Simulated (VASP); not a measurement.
# Mg (P6/mmm) in VASP: further runs

The runs below take Mg through single point, with PBE.

Program: VASP 6.6.1. These are calculated values, not measurements. Logs are shortened: lines on timing, memory, paths and dates and some standing lists are left out, and cuts for length are marked.

## Step 1: The cell of the first run

It takes space group P6/mmm (No. 191, hexagonal). The conventional cell has a = 2.634 Å, b = 2.634 Å, c = 2.479 Å, α = 90.00°, β = 90.00°, γ = 120.00°. Mg (site symmetry 6/mmm) has 8 Mg at 2.48 to 2.63 Å within 3.3 Å.

## Step 2: Single point, PBE (volume scaled by 0.58)

INCAR reads:

```
ALGO = Normal
EDIFF = 1E-7
ENCUT = 520
GGA = PE
ISIF = 2
ISMEAR = -1
LASPH = T
LCHARG = F
LREAL = F
LWAVE = F
NBANDS = 7
NELM = 80
PREC = Accurate
SIGMA = 0.1
```

KPOINTS reads:

```
k-points
0
Gamma
  14 14 13
```

POSCAR reads:

```
Mg
1.0
    2.6344114709      0.0000000000      0.0000000000
   -1.3172057355      2.2814672579      0.0000000000
    0.0000000000      0.0000000000      2.4786921478
Mg
1
Direct
    0.0000000000      0.0000000000      0.0000000000
```

Potentials or basis: VASP PAW PBE potentials, release 64 (Mg).

Run with:

```console
cat potpaw_PBE.64/Mg/POTCAR > POTCAR
mpirun -np 1 vasp_std > vasp.out
```

OUTCAR:

```text
EDIFF = 1E-7
   ENCUT = 520
   GGA = PE
   ISIF = 2
   ISMEAR = -1
   LASPH = T
   LREAL = F
   NELM = 80
   PREC = Accurate

 ion  position               nearest neighbor table
   1  0.000  0.000  0.000-

  LATTYP: Found a hexagonal cell.
 ALAT       =     2.6344114709
 C/A-ratio  =     0.9408902805

  Lattice vectors:

 A1 = (   2.6344114709,   0.0000000000,   0.0000000000)
 A2 = (  -1.3172057355,   2.2814672579,   0.0000000000)
 A3 = (   0.0000000000,   0.0000000000,   2.4786921478)

Analysis of symmetry for initial positions (statically):
=====================================================================
 Subroutine PRICEL returns:
 Original cell was already a primitive cell.

 Routine SETGRP: Setting up the symmetry group for a
 hexagonal supercell.

 Subroutine GETGRP returns: Found 24 space group operations
 (whereof 24 operations were pure point group operations)
 out of a pool of 24 trial point group operations.

The static configuration has the point symmetry D_6h.

Analysis of symmetry for dynamics (positions and initial velocities):
=====================================================================
 Subroutine PRICEL returns:
 Original cell was already a primitive cell.

 Routine SETGRP: Setting up the symmetry group for a
 hexagonal supercell.

 Subroutine GETGRP returns: Found 24 space group operations
 (whereof 24 operations were pure point group operations)
 out of a pool of 24 trial point group operations.

The dynamic configuration has the point symmetry D_6h.

 Subroutine INISYM returns: Found 24 space group operations
 (whereof 24 operations are pure point group operations),
 and found     1 'primitive' translations

----------------------------------------------------------------------------------------

                                     Primitive cell

  volume of cell :      14.8977

  direct lattice vectors                    reciprocal lattice vectors
     2.634411471  0.000000000  0.000000000     0.379591423  0.219157210  0.000000000
    -1.317205735  2.281467258  0.000000000     0.000000000  0.438314421  0.000000000
     0.000000000  0.000000000  2.478692148     0.000000000  0.000000000  0.403438564

  length of vectors
     2.634411471  2.634411471  2.478692148     0.438314421  0.438314421  0.403438564

  position of ions in fractional coordinates (direct lattice)
     0.000000000  0.000000000  0.000000000

  ion indices of the primitive-cell ions
   primitive index   ion index
                 1           1

----------------------------------------------------------------------------------------

 KPOINTS: k-points

Automatic generation of k-mesh.
 Grid dimensions read from file:
 generate k-points for:   14   14   13

 Generating k-lattice:

  Cartesian coordinates                     Fractional coordinates (reciprocal lattice)
     0.027113673  0.015654086  0.000000000     0.071428571  0.000000000  0.000000000
     0.000000000  0.031308173  0.000000000     0.000000000  0.071428571  0.000000000
     0.000000000  0.000000000  0.031033736     0.000000000  0.000000000  0.076923077

  Length of vectors
     0.031308173  0.031308173  0.031033736

  Shift w.r.t. Gamma in fractional coordinates (k-lattice)
     0.000000000  0.000000000  0.000000000

 Subroutine IBZKPT returns following result:
 ===========================================

 Found    168 irreducible k-points:

 Following reciprocal coordinates:
            Coordinates               Weight
  0.000000  0.000000  0.000000      1.000000
  0.071429 -0.000000  0.000000      6.000000
  0.142857 -0.000000  0.000000      6.000000
  0.214286  0.000000  0.000000      6.000000
  0.285714  0.000000  0.000000      6.000000
  0.357143  0.000000  0.000000      6.000000
[... 16 lines left out ...]
  0.285714  0.285714  0.000000      6.000000
  0.357143  0.285714  0.000000      6.000000
 [... further k-points ...]
   k-points           NKPTS =    168   k-points in BZ     NKDIM =    168   number of bands    NBANDS=      7
   number of dos      NEDOS =    301   number of ions     NIONS =      1
   total plane-waves  NPLWV =   7200
   dimension x,y,z NGX =    20 NGY =   20 NGZ =   18
   dimension x,y,z NGXF=    40 NGYF=   40 NGZF=   36
   ions per type =               1
   NGX,Y,Z   is equivalent  to a cutoff of  12.62, 12.62, 12.07 a.u.
   NGXF,Y,Z  is equivalent  to a cutoff of  25.24, 25.24, 24.15 a.u.
 SYSTEM =  unknown system
   PREC   = accura    normal or accurate (medium, high low for compatibility)
   ISTART =      0    job   : 0-new  1-cont  2-samecut
   ICHARG =      2    charge: 1-file 2-atom 10-const
   ISPIN  =      1    spin polarized calculation?
   LNONCOLLINEAR =      F non collinear calculations
   LSORBIT =      F    spin-orbit coupling
   LASPH  =      T    aspherical Exc in radial PAW
   ENCUT  =  520.0 eV  38.22 Ry    6.18 a.u.   4.90  4.90  4.61*2*pi/ulx,y,z
   NELM   =     80;   NELMIN=  2; NELMDL= -5     # of ELM steps
   EDIFF  = 0.1E-06   stopping-criterion for ELM
   LREAL  =      F    real-space projection
   EDIFFG = 0.1E-05   stopping-criterion for IOM
   NSW    =      0    number of steps for IOM
   IBRION =     -1    ionic relax: 0-MD 1-quasi-New 2-CG
   NFREE  =      0    steps in history (QN), initial steepest desc. (CG)
   ISIF   =      2    stress and relaxation
   ISYM   =      2    0-nonsym 1-usesym 2-fastsym
   POTIM  = 0.5000    time-step for ionic-motion
   TEBEG  =    0.0;   TEEND  =   0.0 temperature during run
   PSTRESS=    0.0 pullay stress
   NELECT =       2.0000    total number of electrons
   NUPDOWN=      -1.0000    fix difference up-down
   EMIN   =  10.00;   EMAX   =-10.00  energy-range for DOS
   EFERMI =   0.00;   METHOD = LEGACY
   ISMEAR =    -1;   SIGMA  =   0.10  broadening in eV -4-tet -1-fermi 0-gaus
   EFERMI_NEDOS =   21; number of points for ismear=-14 and -15
   IALGO  =     38    algorithm
   IMIX   =      4    mixing-type and parameters
     AMIX     =   0.40;   BMIX     =  1.00
     AMIX_MAG =   1.60;   BMIX_MAG =  1.00
  volume/ion in A,a.u.               =      14.90       100.53
  Fermi-wavevector in a.u.,A,eV,Ry     =   0.838259  1.584079  9.560507  0.702677
  Thomas-Fermi vector in A             =   1.952284
   LORBIT       =      0    0 simple, 1 ext, 2 COOP (PROOUT), +10 PAW based schemes
   GGA     = PE    functional components
   LHFCALC =     F    Hartree Fock is set to
   AEXX    =    0.0000 exact exchange contribution
   IVDW    =     0    specifies the selected vdW correction
   LEPSILON=     F    determine dielectric tensor
   LRPA    =     F    only Hartree local field effects (RPA)
 non-spin polarized calculation
  energy-cutoff  :      520.00
  volume of cell :       14.90
 maximum number of plane-waves:       419
 NGX is ok and might be reduce to    20
   NGX =  9   NGY =  9   NGZ =  9

 number of electron       2.0000000 magnetization

 Free energy of the ion-electron system (eV)
  ---------------------------------------------------
  ext. energy  EPLUGINS =         0.00000000
  ---------------------------------------------------
  free energy    TOTEN  =        -0.40750806 eV

  energy without entropy =       -0.39587028  energy(sigma->0) =       -0.40168917

 E-fermi :   5.4263     XC(G=0):  -9.9399

 val. band max:        5.4082675747   @ k =   0.0714  -0.0000   0.3846
 cond. band min:       5.4344613086   @ k =   0.3571   0.2143   0.0769
 fundamental gap:      0.0261937339
 Fermi energy:         5.4263400363

 k-point     1 :       0.0000    0.0000    0.0000
  band No.  band energies     occupation
      1      -3.6157      2.00000
      2      16.1304      0.00000
      3      19.8184      0.00000
      4      20.6320      0.00000
      5      20.6320      0.00000
      6      23.6616      0.00000
      7      24.4374      0.00000

 k-point     2 :       0.0714   -0.0000    0.0000
  band No.  band energies     occupation
      1      -3.4670      2.00000
      2      16.0665      0.00000
      3      18.7032      0.00000
      4      19.9147      0.00000
      5      20.1925      0.00000
      6      24.0014      0.00000
      7      25.1153      0.00000

 k-point     3 :       0.1429   -0.0000    0.0000
  band No.  band energies     occupation
      1      -3.0233      2.00000
      2      15.1698      0.00000
      3      16.7085      0.00000
      4      19.3499      0.00000
      5      20.2040      0.00000
      6      23.5453      0.00000
      7      26.6705      0.00000

 k-point     4 :       0.2143    0.0000    0.0000
  band No.  band energies     occupation
      1      -2.2911      2.00000
      2      12.6559      0.00000
      3      16.3201      0.00000
      4      18.5303      0.00000
      5      20.6852      0.00000
      6      23.3566      0.00000
      7      28.6669      0.00000

 k-point     5 :       0.2857    0.0000    0.0000
  band No.  band energies     occupation
      1      -1.2813      2.00000
      2      10.0723      0.00000
      3      16.0554      0.00000
      4      17.8574      0.00000
      5      21.3507      0.00000
      6      23.6840      0.00000
      7      30.9578      0.00000
[... 161 lines left out ...]
 k-point    22 :       0.3571    0.2143    0.0000
  band No.  band energies     occupation
      1       3.1302      2.00000
      2       5.3011      1.55558
      3       9.5111      0.00000
      4      23.3701      0.00000
      5      24.2387      0.00000
      6      27.1488      0.00000
      7      27.2164      0.00000

 k-point    23 :       0.2857    0.2857    0.0000
  band No.  band energies     occupation
      1       3.0471      2.00000
      2       6.1652      0.00124
      3       8.3719      0.00000
      4      24.3732      0.00000
      5      24.4148      0.00000
      6      27.2642      0.00000
      7      27.9208      0.00000

 k-point    24 :       0.3571    0.2857    0.0000
  band No.  band energies     occupation
      1       4.2583      1.99998
      2       5.0967      1.92860
      3       7.8716      0.00000
      4      25.1591      0.00000
      5      25.4204      0.00000
      6      26.3736      0.00000
      7      27.6373      0.00000

 [... further k-points ...]
[... 5 lines left out ...]
  --------------------------------------------------------------------------------------
  -------------------------------------------------------------------------------------
  Total        3.7804515      3.7804515      3.7868543     -0.0000000      0.0000000     -0.0000000
  in kB      406.5685806    406.5685806    407.2571697     -0.0000000      0.0000000     -0.0000000
  external PRESSURE =     406.7981103 kB  Pullay stress =       0.0000000 kB

 VOLUME and BASIS-vectors are now :
 -----------------------------------------------------------------------------
  energy-cutoff  :      520.00
  volume of cell :       14.90
      direct lattice vectors                 reciprocal lattice vectors
     2.634411471  0.000000000  0.000000000     0.379591423  0.219157210  0.000000000
    -1.317205735  2.281467258  0.000000000     0.000000000  0.438314421  0.000000000
     0.000000000  0.000000000  2.478692148     0.000000000  0.000000000  0.403438564

 POSITION                                       TOTAL-FORCE (eV/Angst)
 -----------------------------------------------------------------------------------
      0.00000      0.00000      0.00000         0.000000      0.000000      0.000000
 -----------------------------------------------------------------------------------
    total drift:                               -0.000000      0.000000     -0.000000

  FREE ENERGIE OF THE ION-ELECTRON SYSTEM (eV)
  ---------------------------------------------------
  free  energy   TOTEN  =        -0.4075080597 eV

  energy  without entropy=       -0.3958702772  energy(sigma->0) =       -0.40168917
```

Run time: 14 s. Hardware: 1 thread of AMD EPYC 7R13 (Zen 3), shared host; peak memory 0.1 GiB.

Results:

```
Free energy            : -0.4075 eV
Pressure               : 40.7 GPa
Band gap on the k mesh : zero (band 1 reaches 8.84 eV, above the bottom of band 2 at 3.34 eV)
```

Levels at points of the mesh, in eV from the Fermi level:
```tsv
k point	band 1	band 2	band 3	band 4	band 5	band 6
(0.00, 0.00, 0.00)	-9.04	10.70	14.39	15.21	15.21	18.24
(0.50, 0.00, 0.00)	-2.68	-1.44	10.04	11.54	18.03	21.11
```

Caveat: the cell differs from its parent crystal (volume scaled by 0.58).

## Step 3: Single point, PBE

This run uses another cell than the first one, of 17.47 Å³/atom, 1.172 times its volume.

INCAR reads:

```
  PREC = Accurate
  ENCUT = 520
  EDIFF = 1E-6
  ISMEAR = -1
  SIGMA = 0.1
  LREAL = F
  LASPH = T
  NELM = 80
  ALGO = Normal
  ISIF = 2
  LWAVE = F
  LCHARG = F
  GGA = PE
  NBANDS = 7
```

KPOINTS reads:

```
Automatic mesh
0
Gamma
  14 14 13
```

POSCAR reads:

```
Mg
1.0
    2.7639528642      0.0000000000      0.0000000000
   -1.3819764321      2.3936533952      0.0000000000
    0.0000000000      0.0000000000      2.6400336522
Mg
1
Direct
    0.0000000000      0.0000000000      0.0000000000
```

Potentials or basis: VASP PAW PBE potentials, release 64 (Mg).

Run with:

```console
cat potpaw_PBE.64/Mg/POTCAR > POTCAR
mpirun -np 1 vasp_std > vasp.out
```

OUTCAR:

```text
PREC = Accurate
   ENCUT = 520
   EDIFF = 1E-6
   ISMEAR = -1
   LREAL = F
   LASPH = T
   NELM = 80
   ISIF = 2
   GGA = PE

 ion  position               nearest neighbor table
   1  0.000  0.000  0.000-

  LATTYP: Found a hexagonal cell.
 ALAT       =     2.7639528642
 C/A-ratio  =     0.9551659460

  Lattice vectors:

 A1 = (   2.7639528642,   0.0000000000,   0.0000000000)
 A2 = (  -1.3819764321,   2.3936533952,   0.0000000000)
 A3 = (   0.0000000000,   0.0000000000,   2.6400336522)

Analysis of symmetry for initial positions (statically):
=====================================================================
 Subroutine PRICEL returns:
 Original cell was already a primitive cell.

 Routine SETGRP: Setting up the symmetry group for a
 hexagonal supercell.

 Subroutine GETGRP returns: Found 24 space group operations
 (whereof 24 operations were pure point group operations)
 out of a pool of 24 trial point group operations.

The static configuration has the point symmetry D_6h.

Analysis of symmetry for dynamics (positions and initial velocities):
[... 152 lines left out ...]
  ---------------------------------------------------
  free energy    TOTEN  =        -0.88829653 eV

  energy without entropy =       -0.87478069  energy(sigma->0) =       -0.88153861

 E-fermi :   4.2733     XC(G=0):  -9.3727

 val. band max:        4.2210016209   @ k =   0.3571   0.2143   0.0000
 cond. band min:       4.2842321634   @ k =   0.0714   0.0714   0.3846
 fundamental gap:      0.0632305425
 Fermi energy:         4.2733191126

 k-point     1 :       0.0000    0.0000    0.0000
  band No.  band energies     occupation
      1      -3.9437      2.00000
      2      14.0966      0.00000
      3      16.6783      0.00000
      4      18.5617      0.00000
      5      18.5617      0.00000
      6      21.3157      0.00000
      7      21.3157      0.00000
[... 221 lines left out ...]
 k-point    24 :       0.3571    0.2857    0.0000
  band No.  band energies     occupation
      1       3.3710      1.99976
      2       4.0895      1.72546
      3       6.2814      0.00000
      4      22.0955      0.00000
      5      22.5700      0.00000
      6      23.1402      0.00000
      7      24.3438      0.00000

 [... further k-points ...]
[... 5 lines left out ...]
  --------------------------------------------------------------------------------------
  -------------------------------------------------------------------------------------
  Total        2.3199306      2.3199306      2.3152386      0.0000000     -0.0000000     -0.0000000
  in kB      212.8061680    212.8061680    212.3757756      0.0000000     -0.0000000     -0.0000000
  external PRESSURE =     212.6627039 kB  Pullay stress =       0.0000000 kB

 VOLUME and BASIS-vectors are now :
 -----------------------------------------------------------------------------
  energy-cutoff  :      520.00
  volume of cell :       17.47
      direct lattice vectors                 reciprocal lattice vectors
     2.763952864  0.000000000  0.000000000     0.361800671  0.208885715  0.000000000
    -1.381976432  2.393653395  0.000000000     0.000000000  0.417771429  0.000000000
     0.000000000  0.000000000  2.640033652     0.000000000  0.000000000  0.378783050

 POSITION                                       TOTAL-FORCE (eV/Angst)
 -----------------------------------------------------------------------------------
      0.00000      0.00000      0.00000         0.000000      0.000000      0.000000
 -----------------------------------------------------------------------------------
    total drift:                               -0.000000      0.000000     -0.000000

  FREE ENERGIE OF THE ION-ELECTRON SYSTEM (eV)
  ---------------------------------------------------
  free  energy   TOTEN  =        -0.8882965289 eV

  energy  without entropy=       -0.8747806884  energy(sigma->0) =       -0.88153861
```

stdout:

```text
POSCAR found type information on POSCAR Mg
 POSCAR found :  1 types and       1 ions
 scaLAPACK will be used
 LDA part: xc-table for (Slater+PW92), standard interpolation
 POSCAR, INCAR and KPOINTS ok, starting setup
 FFT: planning ... GRIDC
 FFT: planning ... GRID_SOFT
 FFT: planning ... GRID
 WAVECAR not read
 entering main loop
```

Wall time 26 s (1 thread of AMD EPYC 7R13 (Zen 3), shared host); peak memory 0.11 GiB.

Results:

```yaml
Free_energy: -0.8883 eV
Pressure: 21.3 GPa
Band_gap_on_the_k_mesh: zero (band 1 reaches 7.43 eV, above the bottom of band 2 at 2.15 eV)
```

Levels at points of the mesh, in eV from the Fermi level:
```
           k point  band 1  band 2  band 3  band 4
(0.00, 0.00, 0.00)   -8.22    9.82   12.40   14.29
(0.50, 0.00, 0.00)   -2.31   -1.36    9.39   10.46
```

(Continued in part 2 of 2.)
